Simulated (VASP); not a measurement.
# InPd (Pmm2) in VASP: single point with PBE

Aim: the single point of InPd with PBE.

All numbers are computed with VASP 6.6.1; they aren't measurements. Logs are shortened: lines on timing, memory, paths and dates and some standing lists are left out, and cuts for length are marked.

**1. The cell of the first run**

It takes space group Pmm2 (No. 25, orthorhombic). The conventional cell has a = 3.228 Å, b = 3.344 Å, c = 3.344 Å, α = 90.00°, β = 90.00°, γ = 90.00°. In (site symmetry mm2) has 8 Pd at 2.76 to 2.98 Å and 6 In at 3.23 to 3.34 Å within 3.6 Å. Pd (site symmetry mm2) has 8 In at 2.76 to 2.98 Å and 6 Pd at 3.23 to 3.34 Å within 3.6 Å.

**2. Single point, PBE (atoms displaced along a vibrational mode, the cell strained)**

INCAR

```
SYSTEM = InPd
PREC = Accurate
ENCUT = 520
EDIFF = 1E-6
ISMEAR = 0
SIGMA = 0.15
LREAL = .FALSE.
LASPH = .TRUE.
NELM = 80
ALGO = Fast
ISIF = 2
LWAVE = .FALSE.
LCHARG = .TRUE.
GGA = PE
LELF = .TRUE.
LVHAR = .TRUE.
NBANDS = 18
```

KPOINTS

```
regular mesh
0
G
  14 14 14
  0 0 0
```

POSCAR

```
InPd
1.0
    3.3437699169      0.0000000000      0.0000000000
    0.0000000000      3.3437699169      0.0000000000
    0.0000000000      0.0000000000      3.2282509542
In Pd
1 1
Direct
   -0.0269202079      0.0000000000      0.0000000000
    0.5290445821      0.5000000000      0.5000000000
```

Potentials or basis: VASP PAW PBE potentials, release 64 (In_d, Pd).

On the command line:

```console
> cat potpaw_PBE.64/In_d/POTCAR potpaw_PBE.64/Pd/POTCAR > POTCAR
> mpirun -np 1 vasp_std > vasp.out
```

OUTCAR:

```text
SYSTEM = InPd
   PREC = Accurate
   ENCUT = 520
   EDIFF = 1E-6
   ISMEAR = 0
   LREAL = .FALSE.
   LASPH = .TRUE.
   NELM = 80
   ISIF = 2
   GGA = PE

 ion  position               nearest neighbor table
   1  0.973  0.000  0.000-   2 2.76   2 2.76   2 2.76   2 2.76   2 2.98   2 2.98   2 2.98   2 2.98

   2  0.529  0.500  0.500-   1 2.76   1 2.76   1 2.76   1 2.76   1 2.98   1 2.98   1 2.98   1 2.98

  LATTYP: Found a simple tetragonal cell.
 ALAT       =     3.3437699169
 C/A-ratio  =     0.9654524786

  Lattice vectors:

 A1 = (   3.3437699169,   0.0000000000,   0.0000000000)
 A2 = (   0.0000000000,   3.3437699169,   0.0000000000)
 A3 = (   0.0000000000,   0.0000000000,   3.2282509542)

Analysis of symmetry for initial positions (statically):
=====================================================================
 Subroutine PRICEL returns:
 Original cell was already a primitive cell.

 Routine SETGRP: Setting up the symmetry group for a
 simple tetragonal supercell.

 Subroutine GETGRP returns: Found  4 space group operations
 (whereof  4 operations were pure point group operations)
 out of a pool of 16 trial point group operations.

The static configuration has the point symmetry C_2v.

Analysis of symmetry for dynamics (positions and initial velocities):
=====================================================================
 Subroutine PRICEL returns:
 Original cell was already a primitive cell.

 Routine SETGRP: Setting up the symmetry group for a
 simple tetragonal supercell.

 Subroutine GETGRP returns: Found  4 space group operations
 (whereof  4 operations were pure point group operations)
 out of a pool of 16 trial point group operations.

The dynamic configuration has the point symmetry C_2v.

 Subroutine INISYM returns: Found  4 space group operations
 (whereof  4 operations are pure point group operations),
 and found     1 'primitive' translations

----------------------------------------------------------------------------------------

                                     Primitive cell

  volume of cell :      36.0944

  direct lattice vectors                    reciprocal lattice vectors
     3.343769917  0.000000000  0.000000000     0.299063639  0.000000000  0.000000000
     0.000000000  3.343769917  0.000000000     0.000000000  0.299063639  0.000000000
     0.000000000  0.000000000  3.228250954     0.000000000  0.000000000  0.309765261

  length of vectors
     3.343769917  3.343769917  3.228250954     0.299063639  0.299063639  0.309765261

[... 76 lines left out ...]
   LSORBIT =      F    spin-orbit coupling
   LASPH  =      T    aspherical Exc in radial PAW
   ENCUT  =  520.0 eV  38.22 Ry    6.18 a.u.   6.22  6.22  6.00*2*pi/ulx,y,z
   NELM   =     80;   NELMIN=  2; NELMDL= -5     # of ELM steps
   EDIFF  = 0.1E-05   stopping-criterion for ELM
   LREAL  =      F    real-space projection
   EDIFFG = 0.1E-04   stopping-criterion for IOM
   NSW    =      0    number of steps for IOM
   IBRION =     -1    ionic relax: 0-MD 1-quasi-New 2-CG
   NFREE  =      0    steps in history (QN), initial steepest desc. (CG)
   ISIF   =      2    stress and relaxation
   ISYM   =      2    0-nonsym 1-usesym 2-fastsym
   POTIM  = 0.5000    time-step for ionic-motion
   TEBEG  =    0.0;   TEEND  =   0.0 temperature during run
   PSTRESS=    0.0 pullay stress
   NELECT =      23.0000    total number of electrons
   NUPDOWN=      -1.0000    fix difference up-down
   EMIN   =  10.00;   EMAX   =-10.00  energy-range for DOS
   EFERMI =   0.00;   METHOD = LEGACY
   ISMEAR =     0;   SIGMA  =   0.15  broadening in eV -4-tet -1-fermi 0-gaus
   EFERMI_NEDOS =   21; number of points for ismear=-14 and -15
   IALGO  =     68    algorithm
   IMIX   =      4    mixing-type and parameters
     AMIX     =   0.40;   BMIX     =  1.00
     AMIX_MAG =   1.60;   BMIX_MAG =  1.00
  volume/ion in A,a.u.               =      18.05       121.79
  Fermi-wavevector in a.u.,A,eV,Ry     =   1.408761  2.662173 27.002238  1.984608
  Thomas-Fermi vector in A             =   2.530886
   LORBIT       =      0    0 simple, 1 ext, 2 COOP (PROOUT), +10 PAW based schemes
   GGA     = PE    functional components
   LHFCALC =     F    Hartree Fock is set to
   AEXX    =    0.0000 exact exchange contribution
   IVDW    =     0    specifies the selected vdW correction
   LEPSILON=     F    determine dielectric tensor
   LRPA    =     F    only Hartree local field effects (RPA)
 non-spin polarized calculation
 RMM-DIIS sequential band-by-band and
 Gauss-broadening in eV      SIGMA  =   0.15
  energy-cutoff  :      520.00
  volume of cell :       36.09
 maximum number of plane-waves:      1000
 NGX is ok and might be reduce to    28
   NGX = 13   NGY = 13   NGZ = 13

 number of electron      22.9999998 magnetization

 Free energy of the ion-electron system (eV)
  ---------------------------------------------------
  ext. energy  EPLUGINS =         0.00000000
  ---------------------------------------------------
  free energy    TOTEN  =        -8.68534639 eV

  energy without entropy =       -8.67678506  energy(sigma->0) =       -8.68106572

 E-fermi :  10.0690     XC(G=0): -12.0527

 val. band max:       10.0646942254   @ k =  -0.3571   0.5000   0.3571
 cond. band min:      10.0690358920   @ k =   0.5000   0.3571   0.3571
 fundamental gap:      0.0043416665
 Fermi energy:        10.0689794996

 k-point     1 :       0.0000    0.0000    0.0000
  band No.  band energies     occupation
      1      -4.8849      2.00000
      2      -4.8312      2.00000
      3      -4.4931      2.00000
      4      -4.4776      2.00000
      5      -4.4714      2.00000
      6       0.2144      2.00000
[... 481 lines left out ...]
      5      -4.4613      2.00000
      6       2.1631      2.00000
[... 10 lines left out ...]
     17      21.7938      0.00000
     18      23.3406      0.00000

 [... further k-points ...]
[... 5 lines left out ...]
  --------------------------------------------------------------------------------------
  -------------------------------------------------------------------------------------
  Total        0.0952690      0.3812138      0.6159077      0.0000000      0.0000000      0.0000000
  in kB        4.2288503     16.9215090     27.3392242      0.0000000      0.0000000      0.0000000
  external PRESSURE =      16.1631945 kB  Pullay stress =       0.0000000 kB

 VOLUME and BASIS-vectors are now :
 -----------------------------------------------------------------------------
  energy-cutoff  :      520.00
  volume of cell :       36.09
      direct lattice vectors                 reciprocal lattice vectors
     3.343769917  0.000000000  0.000000000     0.299063639  0.000000000  0.000000000
     0.000000000  3.343769917  0.000000000     0.000000000  0.299063639  0.000000000
     0.000000000  0.000000000  3.228250954     0.000000000  0.000000000  0.309765261

 POSITION                                       TOTAL-FORCE (eV/Angst)
 -----------------------------------------------------------------------------------
      3.25375      0.00000      0.00000         0.683474      0.000000      0.000000
      1.76900      1.67188      1.61413        -0.683474      0.000000      0.000000
 -----------------------------------------------------------------------------------
    total drift:                                0.000297     -0.000000     -0.000001

  FREE ENERGIE OF THE ION-ELECTRON SYSTEM (eV)
  ---------------------------------------------------
  free  energy   TOTEN  =        -8.6853463938 eV

  energy  without entropy=       -8.6767850559  energy(sigma->0) =       -8.68106572
```

OSZICAR:

```text
N       E                     dE             d eps       ncg     rms          rms(c)
DAV:   1     0.168384192863E+03    0.16838E+03   -0.11134E+04 18866   0.166E+03
DAV:   2     0.545468111408E+00   -0.16784E+03   -0.16092E+03 18672   0.367E+02
DAV:   3    -0.867572428563E+01   -0.92212E+01   -0.91259E+01 21064   0.905E+01
DAV:   4    -0.888181937873E+01   -0.20610E+00   -0.20596E+00 22104   0.122E+01
DAV:   5    -0.889144134478E+01   -0.96220E-02   -0.96215E-02 24764   0.255E+00    0.608E+00
RMM:   6    -0.872502600304E+01    0.16642E+00   -0.25871E-01 21360   0.566E+00    0.308E+00
RMM:   7    -0.869039717691E+01    0.34629E-01   -0.55547E-02 22259   0.233E+00    0.117E+00
RMM:   8    -0.868580846641E+01    0.45887E-02   -0.21809E-02 23120   0.138E+00    0.353E-01
RMM:   9    -0.868524532476E+01    0.56314E-03   -0.31140E-03 26511   0.841E-01    0.133E-01
RMM:  10    -0.868533165195E+01   -0.86327E-04   -0.11910E-03 26222   0.335E-01    0.643E-02
RMM:  11    -0.868534427919E+01   -0.12627E-04   -0.22575E-04 30254   0.152E-01    0.271E-02
RMM:  12    -0.868534595317E+01   -0.16740E-05   -0.43048E-05 28119   0.567E-02    0.102E-02
RMM:  13    -0.868534686526E+01   -0.91209E-06   -0.10171E-05 25014   0.309E-02    0.595E-03
RMM:  14    -0.868534639377E+01    0.47149E-06   -0.29272E-06 14328   0.152E-02
   1 F= -.86853464E+01 E0= -.86810657E+01  d E =-.856134E-02
```

It took 3.3 min on 1 thread of Intel Xeon Platinum 8488C (Sapphire Rapids), shared host; peak memory 0.44 GiB.

What came out:

```
Free energy            : -8.6853 eV
Pressure               : 1.6 GPa
Largest force          : 0.683 eV/Å
Band gap on the k mesh : zero (an odd number of electrons rules out a gap without spin polarisation)
```

Forces in eV/Å, atoms in the order of the input:
```
In   0.683  0.000  0.000
Pd  -0.683  0.000  0.000
```

Levels at points of the mesh, in eV from the Fermi level:
```
           k point  band 10  band 11  band 12  band 13  band 14  band 15
(0.00, 0.00, 0.00)    -2.24    -2.24     3.84     4.00     4.81     8.72
(0.50, 0.00, 0.00)    -3.04    -2.30    -1.22     8.72     9.53     9.60
(0.00, 0.50, 0.00)    -3.07    -2.27    -1.28     8.22     9.73     9.80
(0.50, 0.50, 0.00)    -2.38    -2.25    -1.79     1.13     2.09     9.78
(0.00, 0.00, 0.50)    -3.20    -2.36    -0.93     8.51     9.25     9.93
(0.50, 0.00, 0.50)    -2.17    -2.12    -1.67     1.33     2.45     9.08
(0.00, 0.50, 0.50)    -2.14    -1.99    -1.69     1.33     2.47     9.17
(0.50, 0.50, 0.50)    -1.62    -0.17     3.25     3.37     3.75     4.40
```

Caveat: the cell differs from its parent crystal (atoms displaced along a vibrational mode, the cell strained); spin-orbit coupling is left out, which moves the levels of the heavy elements.
